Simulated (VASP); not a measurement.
## ZrIn: single point with LDA

ZrIn:

```
Zr In
1.0
     3.11243    0.00000    0.00000
     0.00000    3.11243    0.00000
     0.00000    0.00000    4.41415
Zr In
1 1
Direct
  0.00000 0.00000 0.00000
  0.50000 0.50000 0.50000
```

```json
{
 "Program": "VASP 6.6.1",
 "Task": "single point",
 "Functional": "LDA",
 "Potentials or basis": "VASP PAW LDA potentials, release 64 (Zr_sv, In_d)",
 "Cutoff": "520 eV",
 "k mesh": "7 × 7 × 5",
 "Occupations": "gaussian, width 0.01 eV",
 "Spin": "no spin polarisation",
 "Dipole correction": "no",
 "Further INCAR settings": "ALGO = Normal; EDIFF = 1e-07; NBANDS = 20"
}
```

The pressure is -3.4 GPa.

Levels at points of the mesh, in eV from the Fermi level:
```csv
k point,band 11,band 12,band 13,band 14,band 15,band 16
"(0.00, 0.00, 0.00)",-1.67,-1.05,-0.16,2.99,2.99,4.50
```

It took 35 s on 1 thread of Intel Xeon 8259CL, with other jobs on the host, peak memory 0.15 GiB.

Caveat: spin-orbit coupling is left out, which moves the levels of the heavy elements.
